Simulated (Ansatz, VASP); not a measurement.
Two plane-wave programs on ZrTi3Ge8

```
Zr Ti Ge
1.0
     0.00004    3.73805   -0.00427
     7.48189    0.00004    0.00040
    -0.00048   -1.86067   -7.26520
Zr Ti Ge
1 3 8
Direct
  0.89482 0.50008 0.79224
  0.10610 0.75100 0.20877
  0.10592 0.24872 0.20858
  0.89118 0.00019 0.78604
  0.74725 0.75240 0.49456
  0.74726 0.24760 0.49458
  0.24973 0.00007 0.49966
  0.24532 0.49997 0.49028
  0.43847 0.75961 0.88160
  0.43846 0.24050 0.88166
  0.56987 0.99988 0.13433
  0.56561 0.49997 0.12769
```

Change from the starting cell: cell x1, atoms moved at random (sigma 0.1 Å) and cell strained at random (1.5 %), then relaxed without symmetry.

Alike in both runs: functional PBE; k mesh 6 × 4 × 6; occupations gaussian, width 0.2 eV; no spin polarisation.

Ansatz relaxed the structure, and its values are those at the end. VASP's run is a single point on that final structure, the one shown.

|  | VASP | Ansatz |
| --- | --- | --- |
| version | VASP 6.6.1 | Ansatz 0.2.0 |
| potentials or method | VASP PAW PBE potentials, release 64 (Zr_sv, Ti_sv, Ge_d), cutoff 520 eV | scalar-relativistic, plane waves, PAW |
| valence electrons in the cell | 160 | 160 |

VASP gave:

- gap on the k mesh at the Fermi level (eV): none
- pressure (GPa): 0.1
- rms of the force components (eV/Å): 0.008

Question: Estimate Ansatz's values.

Answer: gap on the k mesh at the Fermi level (eV): none; pressure (GPa): 0.0; rms of the force components (eV/Å): 0.008.

A gap of «none» marks a metal or a gap that the smearing closes.
